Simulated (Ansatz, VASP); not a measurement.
Two plane-wave programs on MgO

Contents of INCAR:

```
SYSTEM = MgO
PREC = Accurate ; ENCUT = 520
EDIFF = 1E-6 ; ISMEAR = 0
SIGMA = 0.05 ; LREAL = .False.
LASPH = .True. ; NELM = 60
ALGO = Normal ; ISIF = 2
LWAVE = .False. ; LCHARG = .False.
GGA = PS ; NBANDS = 11
```

KPOINTS

```
regular mesh
0
Gamma
  10 10 10
  0 0 0
```

The input POSCAR:

```
MgO
1.0
    0.0000000000      2.1075959641      2.1075959641
    2.1075959641      0.0000000000      2.1075959641
    2.1075959641      2.1075959641      0.0000000000
Mg O
1 1
Direct
   -0.0252360405      0.0252360405      0.0252360405
    0.5383375188      0.4616624812      0.4616624812
```

Input for Ansatz:

```yaml
crystal:
  lattice:
    - [0.0, 2.1075959641, 2.1075959641]
    - [2.1075959641, 0.0, 2.1075959641]
    - [2.1075959641, 2.1075959641, 0.0]
  atoms:
    - { symbol: Mg, position: [-0.0252360405, 0.0252360405, 0.0252360405] }
    - { symbol: O, position: [0.5383375188, 0.4616624812, 0.4616624812] }
basis:
  ecutwfc: 520.0
kpoints:
  mp_grid: { grid: [10, 10, 10] }
hamiltonian:
  xc: pbesol
  pseudopotentials: { kind: paw, azcp: { folder: soft_1 } }
scf:
  occupations: { method: gaussian, width: 0.05 }
output:
  forces: true
  stress: true
  eigenvalues: true
```

Change from the starting cell: mode 4 frozen in at -0.162 Å and mode 5 at +0.000 Å (largest displacements).

Alike in both runs: task single point; functional PBEsol; k mesh 10 × 10 × 10; occupations gaussian, width 0.05 eV; no spin polarisation.

|  | VASP | Ansatz |
| --- | --- | --- |
| version | VASP 6.6.1 | Ansatz 0.2.0 |
| potentials or method | VASP PAW PBE potentials, release 64 (Mg, O), cutoff 520 eV | scalar-relativistic, plane waves, PAW |
| valence electrons in the cell | 8 | 16 |

|  | VASP | Ansatz | Ansatz less VASP |
| --- | --- | --- | --- |
| gap on the k mesh at the Fermi level (eV) | 4.60 | 4.60 | +0.003 |
| least direct gap on the mesh (eV) | 4.60 | 4.60 | +0.003 |
| pressure (GPa) | 7.2 | 7.5 | +0.33 |
| traceless stress, the component that is largest in VASP (GPa) | 18.58 | 18.15 | -0.437 |
| rms of the force components (eV/Å) | 1.295 | 1.271 | -0.0241 |

VASP's potentials were made for PBE, not for PBEsol, and Ansatz warns of the same on its side. Atom by atom the forces differ by 0.024 eV/Å (rms over components). VASP's potentials hold 8 valence electrons a cell and Ansatz's 16, so a difference there can come from the potentials and not from the codes.
